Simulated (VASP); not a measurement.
Here is a VASP 6.6.1 calculation.

The input INCAR:

```
SYSTEM = Al12O
PREC = Accurate ; ENCUT = 520
EDIFF = 1E-6 ; ISMEAR = 0
SIGMA = 0.1 ; LREAL = .False.
LASPH = .True. ; NELM = 80
ALGO = Normal ; ISIF = 2
LWAVE = .False. ; LCHARG = .False.
GGA = CA ; NBANDS = 33
```

File KPOINTS:

```
regular mesh
0
Gamma
  3 3 1
  0 0 0
```

The input POSCAR:

```
Al12O
1.0
    5.7275650000      0.0000000000      0.0000000000
    2.8637820000      4.9602170000      0.0000000000
    0.0000000000      0.0000000000     17.6765370000
Al O
12 1
Direct
    0.1666666208      0.1666667003      0.0565722234
    0.6666667081      0.1666667003      0.0565722234
    0.1666666712      0.6666665995      0.0565722234
    0.6666667585      0.6666665995      0.0565722234
   -0.0993947791      0.2184489106      0.1912011385
    0.4044164829      0.2128836299      0.1917342181
   -0.0944406160      0.7144167281      0.1901986232
    0.4013584710      0.7178675852      0.1904053379
   -0.2317881510      0.0366619041      0.3250466989
    0.2531550955      0.0357341221      0.3250983493
   -0.2272309536      0.5155413564      0.3263057691
    0.2647629636      0.5257697395      0.3160608325
    0.5983863520      0.8612147412      0.3643941684
```

Potentials or basis: VASP PAW LDA potentials, release 64 (Al, O).

The run is started by

```bash
$ cat potpaw_LDA.64/Al/POTCAR potpaw_LDA.64/O/POTCAR > POTCAR
$ mpirun -np 1 vasp_std > vasp.out
```

Question: Estimate the largest force.

Answer: 0.282 eV/Å.

Question: Predict the band gap on the k mesh.

Answer: Zero (bands 21 and 22 overlap by 0.46 eV).

Forces in eV/Å, atoms in the order of the input:
```
Al   0.085 -0.084  0.042
Al  -0.021 -0.126  0.050
Al  -0.020  0.219 -0.176
Al   0.074  0.132  0.144
Al   0.013 -0.007 -0.032
Al  -0.001  0.003 -0.025
Al   0.013 -0.027 -0.007
Al   0.004 -0.016 -0.020
Al   0.017  0.003  0.030
Al  -0.074  0.006 -0.009
Al  -0.039 -0.048 -0.034
Al   0.005 -0.011 -0.004
O   -0.055 -0.044  0.040
```

Caveat: the k points lie up to 0.42 Å⁻¹ apart.
